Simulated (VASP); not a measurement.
# HC16 (a cell with a defect): single point with PBEsol

Crystal: HC16 (a cell with a defect).

```
C H
1.0
     0.00000    3.57000    3.57000
     3.57000    0.00000    3.57000
     3.57000    3.57000    0.00000
C H
16 1
Direct
  0.98834 0.98739 0.03122
  0.12929 0.12062 0.12186
  0.99806 0.99434 0.49098
  0.13462 0.12995 0.60354
  0.99717 0.49295 0.00432
  0.12328 0.61018 0.13890
  0.99259 0.49411 0.50932
  0.12462 0.61652 0.62741
  0.50215 0.99202 0.00169
  0.61960 0.11966 0.13257
  0.50003 0.99228 0.50444
  0.62356 0.12028 0.62649
  0.49731 0.49359 0.00676
  0.62334 0.61796 0.12952
  0.49807 0.49354 0.50336
  0.61904 0.61738 0.63239
  0.02591 0.92143 0.81081
```

| Property | Result |
| --- | --- |
| Program | VASP 6.6.1 |
| Task | single point |
| Functional | PBEsol |
| Potentials or basis | VASP PAW PBE potentials, release 64 (C, H) |
| Cutoff | 520 eV |
| k mesh | 3 × 3 × 3 |
| Occupations | gaussian, width 0.02 eV |
| Spin | no spin polarisation |
| Dipole correction | no |
| Charge | 1 |
| Further INCAR settings | LREAL = Auto; ALGO = Normal; EDIFF = 1e-06; NBANDS = 46; NELECT = 64.0 |

```
Largest force : 0.077 eV/Å
```

Forces in eV/Å, atoms in the order of the input:
```
C   -0.004 -0.010  0.018
C    0.000 -0.002  0.002
C    0.004  0.002 -0.012
C    0.018 -0.008  0.000
C    0.000  0.000  0.001
C   -0.005 -0.002 -0.004
C    0.017 -0.003 -0.006
C    0.006  0.000 -0.003
C    0.004 -0.008  0.005
C    0.001 -0.010 -0.001
C   -0.002  0.004  0.008
C    0.006  0.001  0.006
C    0.003 -0.005  0.000
C    0.004  0.001  0.002
C    0.002 -0.007 -0.001
C    0.005  0.001 -0.005
H   -0.060  0.047 -0.011
```

Levels at points of the mesh, in eV from the Fermi level:
```tsv
k point	band 30	band 31	band 32	band 33	band 34	band 35
(0.00, 0.00, 0.00)	-0.37	-0.25	-0.09	2.70	2.88	4.04
```

It took 43 s on 1 thread of Intel(R) Xeon(R) 6975P-C (Granite Rapids), on a shared host, peak memory 0.24 GiB.

Caveat: the k points lie up to 0.51 Å⁻¹ apart; the cell carries a net charge on a neutralising background, which shifts energy and pressure; the cell is charged against a uniform background, so pressure and absolute levels hang on convention; the PAW data sets were made with another functional, which shifts forces and pressure a little.
